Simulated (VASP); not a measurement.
# ZrB (Fm-3m) in VASP: a series of runs

ZrB is run at these levels: PBEsol+U, LDA+U, HSE06; tasks: single point.

Program: VASP 6.6.1. These are calculated values, not measurements. Logs are shortened: lines on timing, memory, paths and dates and some standing lists are left out, and cuts for length are marked.

## 1. The cell of the first run

The structure is cubic, space group Fm-3m (No. 225). Conventional cell: a = 4.650 Å, b = 4.650 Å, c = 4.650 Å, α = 90.00°, β = 90.00°, γ = 90.00°. Within 3.1 Å of Zr (site symmetry m-3m) lie 6 B at 2.33 Å. Within 3.1 Å of B (site symmetry m-3m) lie 6 Zr at 2.33 Å.

## 2. Single point, PBEsol+U

File INCAR:

```
PREC     = Accurate       # precision mode
ENCUT    = 1230           # plane-wave cutoff, eV
EDIFF    = 1E-6           # SCF threshold, eV
ISMEAR   = -1             # smearing method
SIGMA    = 0.05           # smearing width, eV
LREAL    = F              # projectors in reciprocal space
LASPH    = T              # aspherical terms in the spheres
NELM     = 200            # most SCF steps
ALGO     = Normal         # electronic algorithm
ISIF     = 2              # what is computed and relaxed
LWAVE    = F              # write WAVECAR
LCHARG   = F              # write CHGCAR
LMAXMIX  = 4              # l up to which the mixer works
LDAU     = T              # DFT+U
LDAUTYPE = 2            
LDAUL    = 2 -1           # shell
LDAUU    = 4 0            # U, eV
LDAUJ    = 0 0          
LDAUPRINT= 1            
GGA      = PS             # functional
NBANDS   = 14             # bands
GGA_COMPAT= F
```

File KPOINTS:

```
regular mesh
0
Gamma
  10 10 10
```

File POSCAR:

```
ZrB
1.0
    0.0000000000      2.3250000000      2.3250000000
    2.3250000000      0.0000000000      2.3250000000
    2.3250000000      2.3250000000      0.0000000000
Zr B
1 1
Direct
    0.0000000000      0.0000000000      0.0000000000
    0.5000000000      0.5000000000      0.5000000000
```

Potentials or basis: VASP PAW PBE potentials, release 64 (Zr_sv, B_h).

Command:

```
$ cat potpaw_PBE.64/Zr_sv/POTCAR potpaw_PBE.64/B_h/POTCAR > POTCAR
$ mpirun -np 1 vasp_std > vasp.out
```

OUTCAR:

```text
PREC = Accurate
   ENCUT = 1230
   EDIFF = 1E-6
   ISMEAR = -1
   LREAL = F
   LASPH = T
   NELM = 200
   ISIF = 2
   GGA = PS

 ion  position               nearest neighbor table
   1  0.000  0.000  0.000-   2 2.33   2 2.33   2 2.33   2 2.33   2 2.33   2 2.33
   2  0.500  0.500  0.500-   1 2.33   1 2.33   1 2.33   1 2.33   1 2.33   1 2.33

  LATTYP: Found a face centered cubic cell.
 ALAT       =     4.6500000000

  Lattice vectors:

 A1 = (   0.0000000000,   2.3250000000,   2.3250000000)
 A2 = (   2.3250000000,   0.0000000000,   2.3250000000)
 A3 = (   2.3250000000,   2.3250000000,   0.0000000000)

Analysis of symmetry for initial positions (statically):
=====================================================================
 Subroutine PRICEL returns:
 Original cell was already a primitive cell.

 Routine SETGRP: Setting up the symmetry group for a
 face centered cubic supercell.

 Subroutine GETGRP returns: Found 48 space group operations
 (whereof 48 operations were pure point group operations)
 out of a pool of 48 trial point group operations.

The static configuration has the point symmetry O_h .

Analysis of symmetry for dynamics (positions and initial velocities):
=====================================================================
 Subroutine PRICEL returns:
 Original cell was already a primitive cell.

 Routine SETGRP: Setting up the symmetry group for a
 face centered cubic supercell.

 Subroutine GETGRP returns: Found 48 space group operations
 (whereof 48 operations were pure point group operations)
 out of a pool of 48 trial point group operations.

The dynamic configuration has the point symmetry O_h .

 Subroutine INISYM returns: Found 48 space group operations
 (whereof 48 operations are pure point group operations),
 and found     1 'primitive' translations

----------------------------------------------------------------------------------------

                                     Primitive cell

  volume of cell :      25.1362

  direct lattice vectors                    reciprocal lattice vectors
     0.000000000  2.325000000  2.325000000    -0.215053763  0.215053763  0.215053763
     2.325000000  0.000000000  2.325000000     0.215053763 -0.215053763  0.215053763
     2.325000000  2.325000000  0.000000000     0.215053763  0.215053763 -0.215053763

  length of vectors
     3.288046533  3.288046533  3.288046533     0.372484045  0.372484045  0.372484045

  position of ions in fractional coordinates (direct lattice)
     0.000000000  0.000000000  0.000000000
     0.500000000  0.500000000  0.500000000

  ion indices of the primitive-cell ions
   primitive index   ion index
                 1           1
                 2           2

----------------------------------------------------------------------------------------

 KPOINTS: regular mesh

Automatic generation of k-mesh.
 Grid dimensions read from file:
 generate k-points for:   10   10   10

 Generating k-lattice:

  Cartesian coordinates                     Fractional coordinates (reciprocal lattice)
    -0.021505376  0.021505376  0.021505376     0.100000000  0.000000000  0.000000000
     0.021505376 -0.021505376  0.021505376     0.000000000  0.100000000  0.000000000
     0.021505376  0.021505376 -0.021505376     0.000000000  0.000000000  0.100000000

  Length of vectors
     0.037248404  0.037248404  0.037248404

  Shift w.r.t. Gamma in fractional coordinates (k-lattice)
     0.000000000  0.000000000  0.000000000

 Subroutine IBZKPT returns following result:
 ===========================================

 Found     47 irreducible k-points:

 Following reciprocal coordinates:
            Coordinates               Weight
  0.000000  0.000000  0.000000      1.000000
  0.100000  0.000000  0.000000      8.000000
[... 41 lines left out ...]
   EDIFF  = 0.1E-05   stopping-criterion for ELM
   LREAL  =      F    real-space projection
   EDIFFG = 0.1E-04   stopping-criterion for IOM
   NSW    =      0    number of steps for IOM
   IBRION =     -1    ionic relax: 0-MD 1-quasi-New 2-CG
   NFREE  =      0    steps in history (QN), initial steepest desc. (CG)
   ISIF   =      2    stress and relaxation
   ISYM   =      2    0-nonsym 1-usesym 2-fastsym
   POTIM  = 0.5000    time-step for ionic-motion
   TEBEG  =    0.0;   TEEND  =   0.0 temperature during run
   PSTRESS=    0.0 pullay stress
   NELECT =      15.0000    total number of electrons
   NUPDOWN=      -1.0000    fix difference up-down
   EMIN   =  10.00;   EMAX   =-10.00  energy-range for DOS
   EFERMI =   0.00;   METHOD = LEGACY
   ISMEAR =    -1;   SIGMA  =   0.05  broadening in eV -4-tet -1-fermi 0-gaus
   EFERMI_NEDOS =   21; number of points for ismear=-14 and -15
   IALGO  =     38    algorithm
   IMIX   =      4    mixing-type and parameters
     AMIX     =   0.40;   BMIX     =  1.00
     AMIX_MAG =   1.60;   BMIX_MAG =  1.00
  volume/ion in A,a.u.               =      12.57        84.81
  Fermi-wavevector in a.u.,A,eV,Ry     =   1.378285  2.604581 25.846565  1.899669
  Thomas-Fermi vector in A             =   2.503360
   LORBIT       =      0    0 simple, 1 ext, 2 COOP (PROOUT), +10 PAW based schemes
 LDA+U is selected, type is set to LDAUTYPE =  2
   angular momentum for each species LDAUL =     2   -1
   U (eV)           for each species LDAUU =   4.0  0.0
   J (eV)           for each species LDAUJ =   0.0  0.0
   GGA     = PS    functional components
   LHFCALC =     F    Hartree Fock is set to
   AEXX    =    0.0000 exact exchange contribution
   IVDW    =     0    specifies the selected vdW correction
   LEPSILON=     F    determine dielectric tensor
   LRPA    =     F    only Hartree local field effects (RPA)
 non-spin polarized calculation
  energy-cutoff  :     1230.00
  volume of cell :       25.14
 maximum number of plane-waves:      2488
 NGX is ok and might be reduce to    40
   NGX = 19   NGY = 19   NGZ = 19

atom =   1  type =  1  l = 2

 onsite density matrix

spin component  1

  0.1230 -0.0000  0.0000 -0.0000 -0.0000
 -0.0000  0.1230  0.0000  0.0000  0.0000
  0.0000  0.0000  0.2439  0.0000  0.0000
 -0.0000  0.0000  0.0000  0.1230  0.0000
 -0.0000  0.0000  0.0000  0.0000  0.2439

spin component  2

  0.1230 -0.0000  0.0000 -0.0000 -0.0000
 -0.0000  0.1230  0.0000  0.0000  0.0000
  0.0000  0.0000  0.2439  0.0000  0.0000
 -0.0000  0.0000  0.0000  0.1230  0.0000
 -0.0000  0.0000  0.0000  0.0000  0.2439

 occupancies and eigenvectors

  o =  0.1230  v =  0.0000 -0.8168  0.0000  0.5769 -0.0000  0.0000  0.0000  0.0000  0.0000  0.0000      0.0000  0.0000  0.0000  0.0000  0.0000  0.0000  0.0000  0.0000  0.0000  0.0000
  o =  0.1230  v =  0.0000  0.0000  0.0000  0.0000  0.0000  0.0000 -0.8168  0.0000  0.5769 -0.0000      0.0000  0.0000  0.0000  0.0000  0.0000  0.0000  0.0000  0.0000  0.0000  0.0000
  o =  0.1230  v =  0.0000  0.5769 -0.0000  0.8168 -0.0000  0.0000  0.0000  0.0000  0.0000  0.0000      0.0000  0.0000  0.0000  0.0000  0.0000  0.0000  0.0000  0.0000  0.0000  0.0000
  o =  0.1230  v =  0.0000  0.0000  0.0000  0.0000  0.0000  0.0000  0.5769 -0.0000  0.8168 -0.0000      0.0000  0.0000  0.0000  0.0000  0.0000  0.0000  0.0000  0.0000  0.0000  0.0000
  o =  0.1230  v =  1.0000  0.0000  0.0000  0.0000  0.0000  0.0000  0.0000  0.0000  0.0000  0.0000      0.0000  0.0000  0.0000  0.0000  0.0000  0.0000  0.0000  0.0000  0.0000  0.0000
  o =  0.1230  v =  0.0000  0.0000  0.0000  0.0000  0.0000  1.0000  0.0000  0.0000  0.0000  0.0000      0.0000  0.0000  0.0000  0.0000  0.0000  0.0000  0.0000  0.0000  0.0000  0.0000
  o =  0.2439  v =  0.0000  0.0000  0.0000  0.0000  0.0000  0.0000  0.0000  0.0014 -0.0000 -1.0000      0.0000  0.0000  0.0000  0.0000  0.0000  0.0000  0.0000  0.0000  0.0000  0.0000
  o =  0.2439  v =  0.0000  0.0000  0.0014 -0.0000 -1.0000  0.0000  0.0000  0.0000  0.0000  0.0000      0.0000  0.0000  0.0000  0.0000  0.0000  0.0000  0.0000  0.0000  0.0000  0.0000
  o =  0.2439  v =  0.0000  0.0000  0.0000  0.0000  0.0000  0.0000 -0.0000 -1.0000 -0.0000 -0.0014      0.0000  0.0000  0.0000  0.0000  0.0000  0.0000  0.0000  0.0000  0.0000  0.0000
  o =  0.2439  v =  0.0000 -0.0000 -1.0000 -0.0000 -0.0014  0.0000  0.0000  0.0000  0.0000  0.0000      0.0000  0.0000  0.0000  0.0000  0.0000  0.0000  0.0000  0.0000  0.0000  0.0000

 number of electron      15.0000000 magnetization

 Free energy of the ion-electron system (eV)
  ---------------------------------------------------
  ext. energy  EPLUGINS =         0.00000000
  ---------------------------------------------------
  free energy    TOTEN  =       -13.72281213 eV

  energy without entropy =      -13.71168787  energy(sigma->0) =      -13.71725000

 E-fermi :   9.9331     XC(G=0): -12.3855

 val. band max:        9.8889188230   @ k =   0.5000   0.3000   0.1000
 cond. band min:       9.9416888791   @ k =  -0.2000   0.1000   0.0000
 fundamental gap:      0.0527700561
 Fermi energy:         9.9330819281

 k-point     1 :       0.0000    0.0000    0.0000
  band No.  band energies     occupation
      1     -37.5881      2.00000
      2     -15.3295      2.00000
      3     -15.3295      2.00000
      4     -15.3295      2.00000
      5       1.2284      2.00000
      6      12.2260      0.00000
      7      12.2260      0.00000
      8      12.2260      0.00000
      9      13.5301      0.00000
     10      13.5301      0.00000
     11      13.5301      0.00000
     12      13.8003      0.00000
     13      13.8003      0.00000
     14      20.5145      0.00000
[... 377 lines left out ...]
      1     -37.4609      2.00000
      2     -16.0225      2.00000
      3     -15.6082      2.00000
      4     -15.5786      2.00000
      5       3.6594      2.00000
      6       8.0336      2.00000
      7       9.3048      1.99999
      8      11.2129      0.00000
      9      12.0327      0.00000
     10      15.8074      0.00000
     11      17.6333      0.00000
     12      17.7986      0.00000
     13      21.5848      0.00000
     14      23.6616      0.00000

 [... further k-points ...]

------------------------ aborting loop because EDIFF is reached ----------------------------------------

  FORCE on cell =-STRESS in cart. coord.  units (eV):
  Direction    XX          YY          ZZ          XY          YZ          ZX
  --------------------------------------------------------------------------------------
  -------------------------------------------------------------------------------------
  Total        6.6990047      6.6990047      6.6990047     -0.0000000      0.0000000      0.0000000
  in kB      426.9942213    426.9942213    426.9942213     -0.0000000      0.0000000      0.0000000
  external PRESSURE =     426.9942213 kB  Pullay stress =       0.0000000 kB

 VOLUME and BASIS-vectors are now :
 -----------------------------------------------------------------------------
  energy-cutoff  :     1230.00
  volume of cell :       25.14
      direct lattice vectors                 reciprocal lattice vectors
     0.000000000  2.325000000  2.325000000    -0.215053763  0.215053763  0.215053763
     2.325000000  0.000000000  2.325000000     0.215053763 -0.215053763  0.215053763
     2.325000000  2.325000000  0.000000000     0.215053763  0.215053763 -0.215053763

 POSITION                                       TOTAL-FORCE (eV/Angst)
 -----------------------------------------------------------------------------------
      0.00000      0.00000      0.00000        -0.000000     -0.000000     -0.000000
      2.32500      2.32500      2.32500         0.000000      0.000000      0.000000
 -----------------------------------------------------------------------------------
    total drift:                                0.000000     -0.000000     -0.000000

  FREE ENERGIE OF THE ION-ELECTRON SYSTEM (eV)
  ---------------------------------------------------
  free  energy   TOTEN  =       -13.7228121253 eV

  energy  without entropy=      -13.7116878714  energy(sigma->0) =      -13.71725000
```

It took 41 s on 1 thread of AMD EPYC 9R45 (Zen 5), shared host; peak memory 0.25 GiB.

What came out:

```yaml
Free_energy: -13.7228 eV
Pressure: 42.7 GPa
Band_gap_on_the_k_mesh: zero (an odd number of electrons rules out a gap without spin polarisation)
```

Eigenvalues of the final occupation matrices:
| site | spin | trace | eigenvalues |
| --- | --- | --- | --- |
| site 1 d | 1 | 0.86 | 0.12 0.12 0.12 0.24 0.24 |
| site 1 d | 2 | 0.86 | 0.12 0.12 0.12 0.24 0.24 |

Caveat: the cell stands under pressure; the PAW data sets were made with another functional, which shifts forces and pressure a little; an odd number of electrons without spin polarisation forces a metal; a magnetic or distorted state may lie lower; U without spin polarisation on a metal has little footing; the U is typed as a test and isn't derived for this compound.

## 3. Single point, PBEsol+U

File INCAR:

```
SYSTEM = ZrB
PREC = Accurate
ENCUT = 1230
EDIFF = 1E-6
ISMEAR = -1
SIGMA = 0.05
LREAL = .FALSE.
LASPH = .TRUE.
NELM = 200
ALGO = Normal
ISIF = 2
LWAVE = .FALSE.
LCHARG = .FALSE.
LMAXMIX = 4
LDAU = .TRUE.
LDAUTYPE = 2
LDAUL = 2 -1
LDAUU = 5 0
LDAUJ = 0 0
LDAUPRINT = 1
GGA = PS
NBANDS = 14
GGA_COMPAT = .FALSE.
```

File KPOINTS:

```
Automatic mesh
0
G
  10 10 10
  0 0 0
```

POSCAR is that of step 2.

Potentials or basis: VASP PAW PBE potentials, release 64 (Zr_sv, B_h).

Command:

```
$ cat potpaw_PBE.64/Zr_sv/POTCAR potpaw_PBE.64/B_h/POTCAR > POTCAR
$ mpirun -np 1 vasp_std > vasp.out
```

Run time: 78 s. Hardware: 1 thread of Intel Xeon Platinum 8488C (Sapphire Rapids), shared host; peak memory 0.27 GiB.

It converged, with:

- Free energy: -13.0390 eV
- Pressure: 46.2 GPa
- Band gap on the k mesh: zero (an odd number of electrons rules out a gap without spin polarisation)

Levels at points of the mesh, in eV from the Fermi level:
```csv
k point,band 4,band 5,band 6,band 7,band 8,band 9,band 10,band 11,band 12,band 13
"(0.00, 0.00, 0.00)",-25.48,-8.81,2.40,2.40,2.40,3.54,3.54,3.54,3.91,3.91
"(0.50, 0.00, 0.00)",-25.57,-4.44,-3.97,-1.35,-1.35,6.45,6.45,7.66,7.73,13.05
"(0.50, 0.50, 0.00)",-25.81,-6.58,-0.87,-0.82,2.17,2.17,5.76,7.76,7.76,10.40
```

Eigenvalues of the final occupation matrices:
| site | spin | trace | eigenvalues |
| --- | --- | --- | --- |
| site 1 d | 1 | 0.83 | 0.12 0.12 0.12 0.24 0.24 |
| site 1 d | 2 | 0.83 | 0.12 0.12 0.12 0.24 0.24 |

Caveat: the cell stands under pressure; the PAW data sets were made with another functional, which shifts forces and pressure a little; an odd number of electrons without spin polarisation forces a metal; a magnetic or distorted state may lie lower; U without spin polarisation on a metal has little footing; the U is typed as a test and isn't derived for this compound.

## 4. Single point, LDA+U

This run uses another cell than the first one, of 14.43 Å³/atom.

File INCAR:

```
PREC = Accurate
ENCUT = 1230
EDIFF = 1E-6
ISMEAR = -1
SIGMA = 0.05
LREAL = F
LASPH = T
NELM = 200
ALGO = Normal
ISIF = 2
LWAVE = F
LCHARG = T
LMAXMIX = 4
LDAU = T
LDAUTYPE = 2
LDAUL = 2 -1
LDAUU = 3 0
LDAUJ = 0 0
LDAUPRINT = 1
LELF = T
LVHAR = T
NBANDS = 14
GGA_COMPAT = F
```

File KPOINTS:

```
Automatic mesh
0
Gamma
  10 10 10
```

File POSCAR:

```
ZrB
1.0
    0.0000000000      2.4344746600      2.4344746600
    2.4344746600      0.0000000000      2.4344746600
    2.4344746600      2.4344746600      0.0000000000
Zr B
1 1
Direct
    0.0000000000      0.0000000000      0.0000000000
    0.5000000000      0.5000000000      0.5000000000
```

Potentials or basis: VASP PAW LDA potentials, release 64 (Zr_sv, B_h).

Command:

```
$ cat potpaw_LDA.64/Zr_sv/POTCAR potpaw_LDA.64/B_h/POTCAR > POTCAR
$ mpirun -np 1 vasp_std > vasp.out
```

Run time: 60 s. Hardware: 1 thread of Intel Xeon Platinum 8259CL at 2.50GHz (Skylake/Cascade Lake), shared host; peak memory 0.24 GiB.

Results (log left out):

| Item | Value |
| --- | --- |
| Free energy | -15.4947 eV |
| Pressure | 3.1 GPa |
| Band gap on the k mesh | zero (an odd number of electrons rules out a gap without spin polarisation) |

Levels at points of the mesh, in eV from the Fermi level:
```csv
k point,band 6,band 7,band 8,band 9,band 10,band 11
"(0.00, 0.00, 0.00)",2.01,2.01,2.01,3.32,3.32,3.32
"(0.50, 0.00, 0.00)",-3.98,-1.15,-1.15,5.27,5.27,6.41
"(0.50, 0.50, 0.00)",-0.97,-0.68,1.91,1.91,4.83,6.29
```

Eigenvalues of the final occupation matrices:
```
    site  spin  trace               eigenvalues
site 1 d     1   0.79  0.11 0.11 0.11 0.23 0.23
site 1 d     2   0.79  0.11 0.11 0.11 0.23 0.23
```

Caveat: the cell stands under pressure; an odd number of electrons without spin polarisation forces a metal; a magnetic or distorted state may lie lower; U without spin polarisation on a metal has little footing; the U is typed as a test and isn't derived for this compound.

(Part 1 of 2 ends here.)

The gap in the log of VASP goes by the Fermi energy; the results here count the filled bands.